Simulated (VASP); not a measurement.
# AlN (P6_3/mmc) in VASP: a series of runs, part 2 of 2

VASP 6.6.1. Earlier steps stand in the parts before.

## (4) Single point, LDA (strain -0.015 along x and y, +0.015 along z)

The input, INCAR:

```
SYSTEM = AlN
PREC = Accurate ; ENCUT = 600
EDIFF = 1E-6 ; ISMEAR = 0
SIGMA = 0.05 ; LREAL = .FALSE.
LASPH = .TRUE. ; NELM = 120
ALGO = Normal ; ISIF = 2
LWAVE = .FALSE. ; LCHARG = .TRUE.
GGA = CA ; LELF = .TRUE.
LVHAR = .TRUE. ; NBANDS = 16
GGA_COMPAT = .FALSE.
```

The input, KPOINTS:

```
regular mesh
0
G
  9 9 6
  0 0 0
```

The input, POSCAR:

```
AlN
1.0
    3.2624340057      0.0000000000      0.0000000000
   -1.6312170028      2.8253507271      0.0000000000
    0.0000000000      0.0000000000      4.2503764450
Al N
2 2
Direct
    0.3333333333      0.6666666667      0.7500000000
    0.6666666667      0.3333333333      0.2500000000
    0.3333333333      0.6666666667      0.2500000000
    0.6666666667      0.3333333333      0.7500000000
```

Potentials or basis: VASP PAW LDA potentials, release 64 (Al, N).

The run is started by

```
$ cat potpaw_LDA.64/Al/POTCAR potpaw_LDA.64/N/POTCAR > POTCAR
$ mpirun -np 1 vasp_std > vasp.out
```

OUTCAR:

```text
SYSTEM = AlN
   PREC = Accurate
   ENCUT = 600
   EDIFF = 1E-6
   ISMEAR = 0
   LREAL = .FALSE.
   LASPH = .TRUE.
   NELM = 120
   ISIF = 2
   GGA = CA

 ion  position               nearest neighbor table
   1  0.333  0.667  0.750-   4 1.88   4 1.88   4 1.88   3 2.13   3 2.13   2 2.84   2 2.84   2 2.84
                             2 2.84   2 2.84   2 2.84
   2  0.667  0.333  0.250-   3 1.88   3 1.88   3 1.88   4 2.13   4 2.13   1 2.84   1 2.84   1 2.84
                             1 2.84   1 2.84   1 2.84
   3  0.333  0.667  0.250-   2 1.88   2 1.88   2 1.88   1 2.13   1 2.13
   4  0.667  0.333  0.750-   1 1.88   1 1.88   1 1.88   2 2.13   2 2.13

  LATTYP: Found a hexagonal cell.
 ALAT       =     3.2624340057
 C/A-ratio  =     1.3028237315

  Lattice vectors:

 A1 = (   3.2624340057,   0.0000000000,   0.0000000000)
 A2 = (  -1.6312170028,   2.8253507271,   0.0000000000)
 A3 = (   0.0000000000,   0.0000000000,   4.2503764450)

Analysis of symmetry for initial positions (statically):
=====================================================================
 Subroutine PRICEL returns:
 Original cell was already a primitive cell.

 Routine SETGRP: Setting up the symmetry group for a
 hexagonal supercell.

 Subroutine GETGRP returns: Found 24 space group operations
 (whereof 12 operations were pure point group operations)
 out of a pool of 24 trial point group operations.

The static configuration has the point symmetry D_3d.
 The point group associated with its full space group is D_6h.

Analysis of symmetry for dynamics (positions and initial velocities):
=====================================================================
 Subroutine PRICEL returns:
 Original cell was already a primitive cell.

 Routine SETGRP: Setting up the symmetry group for a
 hexagonal supercell.

 Subroutine GETGRP returns: Found 24 space group operations
 (whereof 12 operations were pure point group operations)
 out of a pool of 24 trial point group operations.

The dynamic configuration has the point symmetry D_3d.
 The point group associated with its full space group is D_6h.

 Subroutine INISYM returns: Found 24 space group operations
 (whereof 12 operations are pure point group operations),
 and found     1 'primitive' translations

----------------------------------------------------------------------------------------

                                     Primitive cell

  volume of cell :      39.1779

  direct lattice vectors                    reciprocal lattice vectors
     3.262434006  0.000000000  0.000000000     0.306519610  0.176969180  0.000000000
    -1.631217003  2.825350727  0.000000000     0.000000000  0.353938359  0.000000000
     0.000000000  0.000000000  4.250376445     0.000000000  0.000000000  0.235273278

  length of vectors
     3.262434006  3.262434006  4.250376445     0.353938359  0.353938359  0.235273278

  position of ions in fractional coordinates (direct lattice)
     0.333333333  0.666666667  0.750000000
     0.666666667  0.333333333  0.250000000
     0.333333333  0.666666667  0.250000000
     0.666666667  0.333333333  0.750000000

  ion indices of the primitive-cell ions
   primitive index   ion index
                 1           1
                 2           2
                 3           3
                 4           4

----------------------------------------------------------------------------------------

 KPOINTS: regular mesh

[... 29 lines left out ...]
  0.111111  0.111111  0.000000      6.000000
[... 16 lines left out ...]
  0.333333  0.222222  0.166667     24.000000
  0.333333  0.333333  0.166667      4.000000
 [... further k-points ...]
   k-points           NKPTS =     48   k-points in BZ     NKDIM =     48   number of bands    NBANDS=     16
   number of dos      NEDOS =    301   number of ions     NIONS =      4
   total plane-waves  NPLWV =  28224
   dimension x,y,z NGX =    28 NGY =   28 NGZ =   36
   dimension x,y,z NGXF=    56 NGYF=   56 NGZF=   72
   ions per type =               2   2
   NGX,Y,Z   is equivalent  to a cutoff of  14.27, 14.27, 14.08 a.u.
   NGXF,Y,Z  is equivalent  to a cutoff of  28.54, 28.54, 28.16 a.u.
 SYSTEM =  AlN
   PREC   = accura    normal or accurate (medium, high low for compatibility)
   ISTART =      0    job   : 0-new  1-cont  2-samecut
   ICHARG =      2    charge: 1-file 2-atom 10-const
   ISPIN  =      1    spin polarized calculation?
   LNONCOLLINEAR =      F non collinear calculations
   LSORBIT =      F    spin-orbit coupling
   LASPH  =      T    aspherical Exc in radial PAW
   ENCUT  =  600.0 eV  44.10 Ry    6.64 a.u.   6.52  6.52  8.49*2*pi/ulx,y,z
   NELM   =    120;   NELMIN=  2; NELMDL= -5     # of ELM steps
   EDIFF  = 0.1E-05   stopping-criterion for ELM
   LREAL  =      F    real-space projection
   EDIFFG = 0.1E-04   stopping-criterion for IOM
   NSW    =      0    number of steps for IOM
   IBRION =     -1    ionic relax: 0-MD 1-quasi-New 2-CG
   NFREE  =      0    steps in history (QN), initial steepest desc. (CG)
   ISIF   =      2    stress and relaxation
   ISYM   =      2    0-nonsym 1-usesym 2-fastsym
   POTIM  = 0.5000    time-step for ionic-motion
   TEBEG  =    0.0;   TEEND  =   0.0 temperature during run
   PSTRESS=    0.0 pullay stress
   NELECT =      16.0000    total number of electrons
   NUPDOWN=      -1.0000    fix difference up-down
   EMIN   =  10.00;   EMAX   =-10.00  energy-range for DOS
   EFERMI =   0.00;   METHOD = LEGACY
   ISMEAR =     0;   SIGMA  =   0.05  broadening in eV -4-tet -1-fermi 0-gaus
   EFERMI_NEDOS =   21; number of points for ismear=-14 and -15
   IALGO  =     38    algorithm
   IMIX   =      4    mixing-type and parameters
     AMIX     =   0.40;   BMIX     =  1.00
     AMIX_MAG =   1.60;   BMIX_MAG =  1.00
  volume/ion in A,a.u.               =       9.79        66.10
  Fermi-wavevector in a.u.,A,eV,Ry     =   1.214603  2.295267 20.072135  1.475260
  Thomas-Fermi vector in A             =   2.350017
   LORBIT       =      0    0 simple, 1 ext, 2 COOP (PROOUT), +10 PAW based schemes
   GGA     = CA    functional components
   LHFCALC =     F    Hartree Fock is set to
   AEXX    =    0.0000 exact exchange contribution
   IVDW    =     0    specifies the selected vdW correction
   LEPSILON=     F    determine dielectric tensor
   LRPA    =     F    only Hartree local field effects (RPA)
 non-spin polarized calculation
 Gauss-broadening in eV      SIGMA  =   0.05
  energy-cutoff  :      600.00
  volume of cell :       39.18
 maximum number of plane-waves:      1337
 NGX is ok and might be reduce to    28
   NGX = 13   NGY = 13   NGZ = 17

 number of electron      15.9999999 magnetization

 Free energy of the ion-electron system (eV)
  ---------------------------------------------------
  ext. energy  EPLUGINS =         0.00000000
  ---------------------------------------------------
  free energy    TOTEN  =       -32.44888720 eV

  energy without entropy =      -32.44888720  energy(sigma->0) =      -32.44888720

 E-fermi :   8.2252     XC(G=0): -11.5587

 val. band max:        7.9702205420   @ k =   0.0000   0.0000   0.0000
 cond. band min:      11.2983211214   @ k =   0.0000   0.0000   0.0000
 fundamental gap:      3.3281005794
 Fermi energy:         8.2252293488

 k-point     1 :       0.0000    0.0000    0.0000
  band No.  band energies     occupation
      1      -8.8715      2.00000
      2      -5.2364      2.00000
      3       0.8124      2.00000
      4       4.6397      2.00000
      5       4.6397      2.00000
      6       6.1692      2.00000
[... 433 lines left out ...]
      3       1.2300      2.00000
      4       2.2272      2.00000
      5       2.2272      2.00000
      6       4.5802      2.00000
[... 8 lines left out ...]
     15      18.9512      0.00000
     16      20.8010      0.00000

 [... further k-points ...]

------------------------ aborting loop because EDIFF is reached ----------------------------------------

  FORCE on cell =-STRESS in cart. coord.  units (eV):
  Direction    XX          YY          ZZ          XY          YZ          ZX
  --------------------------------------------------------------------------------------
  -------------------------------------------------------------------------------------
  Total       -0.4457123     -0.4457123     -2.0674391     -0.0000000     -0.0000000      0.0000000
  in kB      -18.2273580    -18.2273580    -84.5477040     -0.0000000     -0.0000000      0.0000000
  external PRESSURE =     -40.3341400 kB  Pullay stress =       0.0000000 kB

 VOLUME and BASIS-vectors are now :
 -----------------------------------------------------------------------------
  energy-cutoff  :      600.00
  volume of cell :       39.18
      direct lattice vectors                 reciprocal lattice vectors
     3.262434006  0.000000000  0.000000000     0.306519610  0.176969180  0.000000000
    -1.631217003  2.825350727  0.000000000     0.000000000  0.353938359  0.000000000
     0.000000000  0.000000000  4.250376445     0.000000000  0.000000000  0.235273278

 POSITION                                       TOTAL-FORCE (eV/Angst)
 -----------------------------------------------------------------------------------
     -0.00000      1.88357      3.18778         0.000000     -0.000000      0.000000
      1.63122      0.94178      1.06259        -0.000000      0.000000      0.000000
     -0.00000      1.88357      1.06259         0.000000     -0.000000      0.000000
      1.63122      0.94178      3.18778        -0.000000      0.000000      0.000000
 -----------------------------------------------------------------------------------
    total drift:                               -0.000000      0.000000     -0.000000

  FREE ENERGIE OF THE ION-ELECTRON SYSTEM (eV)
  ---------------------------------------------------
  free  energy   TOTEN  =       -32.4488872047 eV

  energy  without entropy=      -32.4488872047  energy(sigma->0) =      -32.44888720
```

stdout:

```text
POSCAR found type information on POSCAR AlN
 POSCAR found :  2 types and       4 ions
 scaLAPACK will be used
 LDA part: xc-table for (Slater(with rela. corr.)+CA(PZ))
 , standard interpolation
 POSCAR, INCAR and KPOINTS ok, starting setup
 FFT: planning ... GRIDC
 FFT: planning ... GRID_SOFT
 FFT: planning ... GRID
 WAVECAR not read
 entering main loop
```

Run time: 46 s. Hardware: 1 thread of AMD EPYC 7R13 (Zen 3), shared host; peak memory 0.13 GiB.

Results:

```
Free energy            : -32.4489 eV
Pressure               : -4.0 GPa
Band gap on the k mesh : 3.33 eV, direct
```

Caveat: the cell differs from its parent crystal (strain -0.015 along x and y, +0.015 along z).

## (5) Single point, LDA (strain -0.015 along x and y, +0.030 along z)

The input, INCAR:

```
ALGO = Normal
EDIFF = 1E-6
ENCUT = 600
GGA = CA
GGA_COMPAT = False
ISIF = 2
ISMEAR = 0
LASPH = True
LCHARG = False
LREAL = False
LWAVE = False
NBANDS = 16
NELM = 120
PREC = Accurate
SIGMA = 0.05
```

The input, KPOINTS:

```
k-points
0
Gamma
  9 9 6
```

POSCAR, as its differences from that of step 4:

```diff
@@ -4,3 +4,3 @@
    -1.6312170028      2.8253507271      0.0000000000
-    0.0000000000      0.0000000000      4.2503764450
+    0.0000000000      0.0000000000      4.3131898900
 Al N
```

The run is started by

```
$ cat potpaw_LDA.64/Al/POTCAR potpaw_LDA.64/N/POTCAR > POTCAR
$ mpirun -np 1 vasp_std > vasp.out
```

It took 30 s on 1 thread of AMD EPYC 7R13 (Zen 3), shared host; peak memory 0.13 GiB.

Results (log left out):

```
Free energy            : -32.4135 eV
Pressure               : -6.2 GPa
Band gap on the k mesh : 3.18 eV, direct
```

Stress tensor (GPa, compression positive):
```
 -3.63   0.00   0.00
  0.00  -3.63   0.00
  0.00   0.00 -11.42
```

Levels at points of the mesh, in eV from the valence-band top:
```tsv
k point	band 6	band 7	band 8	band 9	band 10	band 11
(0.00, 0.00, 0.00)	-1.85	-1.85	0.00	3.18	4.33	8.18
(0.00, 0.00, 0.50)	-2.60	-2.60	-2.60	5.48	5.48	8.43
```

Caveat: the cell differs from its parent crystal (strain -0.015 along x and y, +0.030 along z).

## (6) Single point, LDA (strain +0.015 along x and y, -0.030 along z)

The input, INCAR:

```
SYSTEM = AlN
PREC = Accurate
ENCUT = 600
EDIFF = 1E-6
ISMEAR = 0
SIGMA = 0.05
LREAL = .FALSE.
LASPH = .TRUE.
NELM = 120
ALGO = Normal
ISIF = 2
LWAVE = .FALSE.
LCHARG = .TRUE.
GGA = CA
LELF = .TRUE.
LVHAR = .TRUE.
NBANDS = 16
GGA_COMPAT = .FALSE.
```

The input, KPOINTS:

```
regular mesh
0
G
  9 9 6
  0 0 0
```

The input, POSCAR:

```
AlN
1.0
    3.3617974779      0.0000000000      0.0000000000
   -1.6808987390      2.9114020183      0.0000000000
    0.0000000000      0.0000000000      4.0619361100
Al N
2 2
Direct
    0.3333333333      0.6666666667      0.7500000000
    0.6666666667      0.3333333333      0.2500000000
    0.3333333333      0.6666666667      0.2500000000
    0.6666666667      0.3333333333      0.7500000000
```

Potentials or basis: VASP PAW LDA potentials, release 64 (Al, N).

The run is started by

```
$ cat potpaw_LDA.64/Al/POTCAR potpaw_LDA.64/N/POTCAR > POTCAR
$ mpirun -np 1 vasp_std > vasp.out
```

Run time: 30 s. Hardware: 1 thread of AMD EPYC 7R13 (Zen 3), shared host; peak memory 0.13 GiB.

Results (log left out):

```yaml
Free_energy: -32.4186 eV
Pressure: -8.7 GPa
Band_gap_on_the_k_mesh: 3.42 eV, direct
```

Stress tensor (GPa, compression positive):
```
-11.23   0.00   0.00
  0.00 -11.23   0.00
  0.00   0.00  -3.64
```

Levels at points of the mesh, in eV from the valence-band top:
```
           k point  band 6  band 7  band 8  band 9  band 10  band 11
(0.00, 0.00, 0.00)   -1.32   -1.32    0.00    3.42     4.28     8.01
(0.00, 0.00, 0.50)   -2.31   -2.31   -2.31    5.74     5.74     8.14
```

Caveat: the cell differs from its parent crystal (strain +0.015 along x and y, -0.030 along z).

## (7) Single point, LDA (strain +0.000 along x and y, +0.030 along z)

The input, INCAR:

```
ALGO = Normal ; EDIFF = 1E-6
ENCUT = 600 ; GGA = CA
GGA_COMPAT = False ; ISIF = 2
ISMEAR = 0 ; LASPH = True
LCHARG = False ; LREAL = False
LWAVE = False ; NBANDS = 16
NELM = 120 ; PREC = Accurate
SIGMA = 0.05
```

The input, KPOINTS:

```
k-points
0
Gamma
  9 9 6
```

The input, POSCAR:

```
AlN
1.0
    3.3121157418      0.0000000000      0.0000000000
   -1.6560578709      2.8683763727      0.0000000000
    0.0000000000      0.0000000000      4.3131898900
Al N
2 2
Direct
    0.3333333333      0.6666666667      0.7500000000
    0.6666666667      0.3333333333      0.2500000000
    0.3333333333      0.6666666667      0.2500000000
    0.6666666667      0.3333333333      0.7500000000
```

The run is started by

```
$ cat potpaw_LDA.64/Al/POTCAR potpaw_LDA.64/N/POTCAR > POTCAR
$ mpirun -np 1 vasp_std > vasp.out
```

Run time: 29 s. Hardware: 1 thread of AMD EPYC 7R13 (Zen 3), shared host; peak memory 0.13 GiB.

It converged, with:

```
Free energy            : -32.3560 eV
Pressure               : -12.7 GPa
Band gap on the k mesh : 2.98 eV, direct
```

Stress tensor (GPa, compression positive):
```
-11.61   0.00   0.00
  0.00 -11.61   0.00
  0.00   0.00 -14.73
```

Levels at points of the mesh, in eV from the valence-band top:
```
           k point  band 4  band 5  band 6  band 7  band 8  band 9  band 10  band 11  band 12  band 13
(0.00, 0.00, 0.00)   -3.21   -3.21   -1.72   -1.72    0.00    2.98     4.05     7.96     7.96    10.69
(0.00, 0.00, 0.50)   -3.74   -2.50   -2.50   -2.50   -2.50    5.30     5.30     8.21     8.21     8.21
```

Caveat: the cell differs from its parent crystal (strain +0.000 along x and y, +0.030 along z).

## (8) Summary

| cell | gap on the mesh (eV) | pressure (GPa) |
| --- | --- | --- |
| a = 3.312, b = 3.312, c = 4.062 Å, angles 90.0, 90.0, 120.0°, 4 atoms | 3.59 | -2.6 |
| a = 3.262, b = 3.262, c = 4.188 Å, angles 90.0, 90.0, 120.0°, 4 atoms | 3.48 | -1.5 |
| a = 3.262, b = 3.262, c = 4.250 Å, angles 90.0, 90.0, 120.0°, 4 atoms | 3.33 | -4.0 |
| a = 3.262, b = 3.262, c = 4.313 Å, angles 90.0, 90.0, 120.0°, 4 atoms | 3.18 | -6.2 |
| a = 3.362, b = 3.362, c = 4.062 Å, angles 90.0, 90.0, 120.0°, 4 atoms | 3.42 | -8.7 |
| a = 3.312, b = 3.312, c = 4.313 Å, angles 90.0, 90.0, 120.0°, 4 atoms | 2.98 | -12.7 |

Alike in all rows: task single point; level LDA; potentials or basis VASP PAW LDA potentials, release 64 (Al, N); no spin polarisation; k mesh 9 × 9 × 6; cutoff (eV) 600; smearing gaussian 0.05 eV.

Absolute energies hang on the potentials; compare differences alone.
